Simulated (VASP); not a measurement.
# Sr4O3 (P-43m) in VASP: density of states with PBE

Aim: the density of states of Sr4O3 with PBE.

Program: VASP 6.6.1. These are calculated values, not measurements. Logs are shortened: lines on timing, memory, paths and dates and some standing lists are left out, and cuts for length are marked.

### 1 The cell of the first run

Symmetry: P-43m, No. 215, cubic system. Conventional cell: a = 5.721 Å, b = 5.721 Å, c = 5.721 Å, α = 90.00°, β = 90.00°, γ = 90.00°. Within 3.2 Å of Sr (site symmetry 3m) lie 3 O at 2.44 Å. O (site symmetry -42m) has 4 Sr at 2.44 Å within 3.2 Å.

### 2 Density of states, PBE

Input file POSCAR:

```
Sr4O3
1.0
    5.7207819770      0.0000000000      0.0000000000
    0.0000000000      5.7207819770      0.0000000000
    0.0000000000      0.0000000000      5.7207819770
Sr O
4 3
Direct
    0.7631522987      0.7631522987      0.7631522987
    0.2368477013      0.2368477013      0.7631522987
    0.2368477013      0.7631522987      0.2368477013
    0.7631522987      0.2368477013      0.2368477013
    0.0000000000      0.0000000000      0.5000000000
    0.5000000000      0.0000000000      0.0000000000
    0.0000000000      0.5000000000      0.0000000000
```

Input file INCAR.step1:

```
SYSTEM = Sr4O3
  PREC = Accurate
  ENCUT = 520
  EDIFF = 1E-6
  ISMEAR = 0
  SIGMA = 0.02
  LREAL = .False.
  LASPH = .True.
  NELM = 100
  ALGO = Normal
  ISIF = 2
  LWAVE = .False.
  LCHARG = .True.
  GGA = PE
  NBANDS = 38
```

Input file KPOINTS.step1:

```
regular mesh
0
Gamma
  6 6 6
  0 0 0
```

Input file INCAR.step2:

```
SYSTEM = Sr4O3
  PREC = Accurate
  ENCUT = 520
  EDIFF = 1E-6
  ISMEAR = -5
  SIGMA = 0.02
  LREAL = .False.
  LASPH = .True.
  NELM = 100
  ALGO = Normal
  ISIF = 2
  LWAVE = .False.
  LCHARG = .False.
  GGA = PE
  LORBIT = 10
  NBANDS = 38
  NEDOS = 2001
  ICHARG = 11
```

Input file KPOINTS.step2:

```
regular mesh
0
Gamma
  9 9 9
  0 0 0
```

Potentials or basis: VASP PAW PBE potentials, release 64 (Sr_sv, O).

On the command line:

```bash
> cat potpaw_PBE.64/Sr_sv/POTCAR potpaw_PBE.64/O/POTCAR > POTCAR
> cp INCAR.step1 INCAR
> cp KPOINTS.step1 KPOINTS
> mpirun -np 1 vasp_std > vasp.out
> cp INCAR.step2 INCAR
> cp KPOINTS.step2 KPOINTS
> mpirun -np 1 vasp_std > vasp.out
```

OUTCAR:

```text
SYSTEM = Sr4O3
   PREC = Accurate
   ENCUT = 520
   EDIFF = 1E-6
   ISMEAR = -5
   LREAL = .False.
   LASPH = .True.
   NELM = 100
   ISIF = 2
   GGA = PE
   LORBIT = 10
   ICHARG = 11

 ion  position               nearest neighbor table
   1  0.763  0.763  0.763-   6 2.44   7 2.44   5 2.44   2 3.83   3 3.83   4 3.83   3 4.05   4 4.05
                             2 4.05   4 4.05   2 4.05   3 4.05   4 4.26   3 4.26   2 4.26
   2  0.237  0.237  0.763-   6 2.44   7 2.44   5 2.44   1 3.83   3 3.83   4 3.83   1 4.05   3 4.05
                             1 4.05   4 4.05   3 4.05   4 4.05   3 4.26   1 4.26   4 4.26
   3  0.237  0.763  0.237-   6 2.44   7 2.44   5 2.44   1 3.83   2 3.83   4 3.83   1 4.05   2 4.05
                             1 4.05   4 4.05   2 4.05   4 4.05   2 4.26   1 4.26   4 4.26
   4  0.763  0.237  0.237-   6 2.44   7 2.44   5 2.44   1 3.83   2 3.83   3 3.83   1 4.05   2 4.05
                             1 4.05   3 4.05   2 4.05   3 4.05   2 4.26   1 4.26   3 4.26
   5  0.000  0.000  0.500-   1 2.44   2 2.44   3 2.44   4 2.44
   6  0.500  0.000  0.000-   1 2.44   2 2.44   3 2.44   4 2.44
   7  0.000  0.500  0.000-   1 2.44   2 2.44   3 2.44   4 2.44

  LATTYP: Found a simple cubic cell.
 ALAT       =     5.7207819770

  Lattice vectors:

 A1 = (   5.7207819770,   0.0000000000,   0.0000000000)
 A2 = (   0.0000000000,   5.7207819770,   0.0000000000)
 A3 = (   0.0000000000,   0.0000000000,   5.7207819770)

Analysis of symmetry for initial positions (statically):
=====================================================================
 Subroutine PRICEL returns:
 Original cell was already a primitive cell.

 Routine SETGRP: Setting up the symmetry group for a
 simple cubic supercell.

 Subroutine GETGRP returns: Found 24 space group operations
 (whereof 24 operations were pure point group operations)
 out of a pool of 48 trial point group operations.

The static configuration has the point symmetry T_d .

Analysis of symmetry for dynamics (positions and initial velocities):
=====================================================================
 Subroutine PRICEL returns:
 Original cell was already a primitive cell.

 Routine SETGRP: Setting up the symmetry group for a
 simple cubic supercell.

 Subroutine GETGRP returns: Found 24 space group operations
 (whereof 24 operations were pure point group operations)
 out of a pool of 48 trial point group operations.

The dynamic configuration has the point symmetry T_d .

 Subroutine INISYM returns: Found 24 space group operations
 (whereof 24 operations are pure point group operations),
 and found     1 'primitive' translations

----------------------------------------------------------------------------------------

                                     Primitive cell

  volume of cell :     187.2260

  direct lattice vectors                    reciprocal lattice vectors
     5.720781977  0.000000000  0.000000000     0.174801278  0.000000000  0.000000000
     0.000000000  5.720781977  0.000000000     0.000000000  0.174801278  0.000000000
     0.000000000  0.000000000  5.720781977     0.000000000  0.000000000  0.174801278

  length of vectors
     5.720781977  5.720781977  5.720781977     0.174801278  0.174801278  0.174801278

  position of ions in fractional coordinates (direct lattice)
     0.763152299  0.763152299  0.763152299
     0.236847701  0.236847701  0.763152299
     0.236847701  0.763152299  0.236847701
     0.763152299  0.236847701  0.236847701
     0.000000000  0.000000000  0.500000000
     0.500000000  0.000000000  0.000000000
     0.000000000  0.500000000  0.000000000

  ion indices of the primitive-cell ions
   primitive index   ion index
                 1           1
                 2           2
                 3           3
                 4           4
                 5           5
                 6           6
                 7           7

----------------------------------------------------------------------------------------

 KPOINTS: regular mesh

Automatic generation of k-mesh.
 Grid dimensions read from file:
 generate k-points for:    9    9    9

 Generating k-lattice:

  Cartesian coordinates                     Fractional coordinates (reciprocal lattice)
     0.019422364  0.000000000  0.000000000     0.111111111  0.000000000  0.000000000
     0.000000000  0.019422364  0.000000000     0.000000000  0.111111111  0.000000000
     0.000000000  0.000000000  0.019422364     0.000000000  0.000000000  0.111111111

  Length of vectors
     0.019422364  0.019422364  0.019422364

  Shift w.r.t. Gamma in fractional coordinates (k-lattice)
     0.000000000  0.000000000  0.000000000

 TETIRR: Found    353 inequivalent tetrahedra from     4374

 Subroutine IBZKPT returns following result:
 ===========================================

 Found     35 irreducible k-points:

 Following reciprocal coordinates:
            Coordinates               Weight
  0.000000  0.000000  0.000000      1.000000
  0.111111  0.000000  0.000000      6.000000
  0.222222  0.000000  0.000000      6.000000
  0.333333  0.000000  0.000000      6.000000
  0.444444  0.000000  0.000000      6.000000
  0.111111  0.111111  0.000000     12.000000
[... 16 lines left out ...]
  0.333333  0.333333  0.111111     24.000000
  0.444444  0.333333  0.111111     48.000000
 [... further k-points ...]
   k-points           NKPTS =     35   k-points in BZ     NKDIM =     35   number of bands    NBANDS=     38
   number of dos      NEDOS =   2001   number of ions     NIONS =      7
   total plane-waves  NPLWV = 110592
   dimension x,y,z NGX =    48 NGY =   48 NGZ =   48
   dimension x,y,z NGXF=    96 NGYF=   96 NGZF=   96
   ions per type =               4   3
   NGX,Y,Z   is equivalent  to a cutoff of  13.95, 13.95, 13.95 a.u.
   NGXF,Y,Z  is equivalent  to a cutoff of  27.90, 27.90, 27.90 a.u.
 SYSTEM =  Sr4O3
   PREC   = accura    normal or accurate (medium, high low for compatibility)
   ISTART =      0    job   : 0-new  1-cont  2-samecut
   ICHARG =     11    charge: 1-file 2-atom 10-const
   ISPIN  =      1    spin polarized calculation?
   LNONCOLLINEAR =      F non collinear calculations
   LSORBIT =      F    spin-orbit coupling
   LASPH  =      T    aspherical Exc in radial PAW
   ENCUT  =  520.0 eV  38.22 Ry    6.18 a.u.  10.64 10.64 10.64*2*pi/ulx,y,z
   NELM   =    100;   NELMIN=  2; NELMDL=  0     # of ELM steps
   EDIFF  = 0.1E-05   stopping-criterion for ELM
   LREAL  =      F    real-space projection
   EDIFFG = 0.1E-04   stopping-criterion for IOM
   NSW    =      0    number of steps for IOM
   IBRION =     -1    ionic relax: 0-MD 1-quasi-New 2-CG
   NFREE  =      0    steps in history (QN), initial steepest desc. (CG)
   ISIF   =      2    stress and relaxation
   ISYM   =      2    0-nonsym 1-usesym 2-fastsym
   POTIM  = 0.5000    time-step for ionic-motion
   TEBEG  =    0.0;   TEEND  =   0.0 temperature during run
   PSTRESS=    0.0 pullay stress
   NELECT =      58.0000    total number of electrons
   NUPDOWN=      -1.0000    fix difference up-down
   EMIN   =  10.00;   EMAX   =-10.00  energy-range for DOS
   EFERMI =   0.00;   METHOD = LEGACY
   ISMEAR =    -5;   SIGMA  =   0.02  broadening in eV -4-tet -1-fermi 0-gaus
   EFERMI_NEDOS =   21; number of points for ismear=-14 and -15
   IALGO  =     38    algorithm
   IMIX   =      4    mixing-type and parameters
     AMIX     =   0.40;   BMIX     =  1.00
     AMIX_MAG =   1.60;   BMIX_MAG =  1.00
  volume/ion in A,a.u.               =      26.75       180.49
  Fermi-wavevector in a.u.,A,eV,Ry     =   1.107717  2.093281 16.694847  1.227037
  Thomas-Fermi vector in A             =   2.244235
   LORBIT       =     10    0 simple, 1 ext, 2 COOP (PROOUT), +10 PAW based schemes
   GGA     = PE    functional components
   LHFCALC =     F    Hartree Fock is set to
   AEXX    =    0.0000 exact exchange contribution
   IVDW    =     0    specifies the selected vdW correction
   LEPSILON=     F    determine dielectric tensor
   LRPA    =     F    only Hartree local field effects (RPA)
 non-spin polarized calculation
 Fermi weights with tetrahedron method with Bloechl corrections
  energy-cutoff  :      520.00
  volume of cell :      187.23
 maximum number of plane-waves:      5067
 NGX is ok and might be reduce to    48

 number of electron      58.0000016 magnetization

 Free energy of the ion-electron system (eV)
  ---------------------------------------------------
  ext. energy  EPLUGINS =         0.00000000
  ---------------------------------------------------
  free energy    TOTEN  =       -36.69835615 eV

  energy without entropy =      -36.69835615  energy(sigma->0) =      -36.69835615

 E-fermi :   2.3697     XC(G=0):  -8.2505

 val. band max:        2.3679450607   @ k =   0.4444   0.4444   0.0000
 cond. band min:       2.9254608254   @ k =   0.4444   0.0000   0.0000
 fundamental gap:      0.5575157647
 Fermi energy:         2.3697152888

 k-point     1 :       0.0000    0.0000    0.0000
  band No.  band energies     occupation
      1     -32.8262      2.00000
      2     -32.7660      2.00000
      3     -32.7660      2.00000
      4     -32.7660      2.00000
      5     -16.5463      2.00000
      6     -16.5463      2.00000
[... 30 lines left out ...]
     37       7.5050      0.00000
     38       7.5088      0.00000

 k-point     2 :       0.1111    0.0000    0.0000
  band No.  band energies     occupation
      1     -32.8246      2.00000
      2     -32.7676      2.00000
      3     -32.7660      2.00000
      4     -32.7660      2.00000
      5     -16.5429      2.00000
      6     -16.5280      2.00000
[... 30 lines left out ...]
     37       7.2284      0.00000
     38       7.5390      0.00000
[... 859 lines left out ...]
     37       6.4383      0.00000
     38       6.4944      0.00000

 k-point    24 :       0.4444    0.3333    0.1111
  band No.  band energies     occupation
      1     -32.7974      2.00000
      2     -32.7813      2.00000
      3     -32.7753      2.00000
      4     -32.7701      2.00000
      5     -16.4179      2.00000
      6     -16.3305      2.00000
[... 30 lines left out ...]
     37       6.1015      0.00000
     38       6.3536      0.00000

 [... further k-points ...]
[... 5 lines left out ...]
  --------------------------------------------------------------------------------------
  -------------------------------------------------------------------------------------
  Total        0.3711113      0.3711113      0.3711113     -0.0000000     -0.0000000      0.0000000
  in kB        3.1757666      3.1757666      3.1757666     -0.0000000     -0.0000000      0.0000000
  external PRESSURE =       3.1757666 kB  Pullay stress =       0.0000000 kB

 VOLUME and BASIS-vectors are now :
 -----------------------------------------------------------------------------
  energy-cutoff  :      520.00
  volume of cell :      187.23
      direct lattice vectors                 reciprocal lattice vectors
     5.720781977  0.000000000  0.000000000     0.174801278  0.000000000  0.000000000
     0.000000000  5.720781977  0.000000000     0.000000000  0.174801278  0.000000000
     0.000000000  0.000000000  5.720781977     0.000000000  0.000000000  0.174801278

 POSITION                                       TOTAL-FORCE (eV/Angst)
 -----------------------------------------------------------------------------------
      4.36583      4.36583      4.36583        -0.017758     -0.017758     -0.017758
      1.35495      1.35495      4.36583         0.017758      0.017758     -0.017758
      1.35495      4.36583      1.35495         0.017758     -0.017758      0.017758
      4.36583      1.35495      1.35495        -0.017758      0.017758      0.017758
      0.00000      0.00000      2.86039        -0.000000     -0.000000      0.000000
      2.86039      0.00000      0.00000        -0.000000     -0.000000      0.000000
      0.00000      2.86039      0.00000        -0.000000     -0.000000      0.000000
 -----------------------------------------------------------------------------------
    total drift:                               -0.000000     -0.000000     -0.000000

  FREE ENERGIE OF THE ION-ELECTRON SYSTEM (eV)
  ---------------------------------------------------
  free  energy   TOTEN  =       -36.6983561518 eV

  energy  without entropy=      -36.6983561518  energy(sigma->0) =      -36.69835615

 total charge

# of ion       s       p       d       tot
------------------------------------------
    1        2.030   5.769   0.249   8.048
    2        2.030   5.769   0.249   8.048
    3        2.030   5.769   0.249   8.048
    4        2.030   5.769   0.249   8.048
    5        1.562   3.402   0.000   4.964
    6        1.562   3.402   0.000   4.964
    7        1.562   3.402   0.000   4.964
--------------------------------------------------
tot         12.806  33.282   0.996  47.084
```

Run time: 5.2 min. Hardware: 1 thread of Intel Xeon 6975P-C, shared host; peak memory 0.42 GiB.

What came out:

* Valence electrons inside the program's atomic spheres: Sr 8.05; O 4.96

Levels at points of the mesh, in eV from the valence-band top:
```tsv
k point	band 27	band 28	band 29	band 30	band 31	band 32
(0.00, 0.00, 0.00)	-2.60	-2.60	-1.71	1.45	1.64	1.64
```
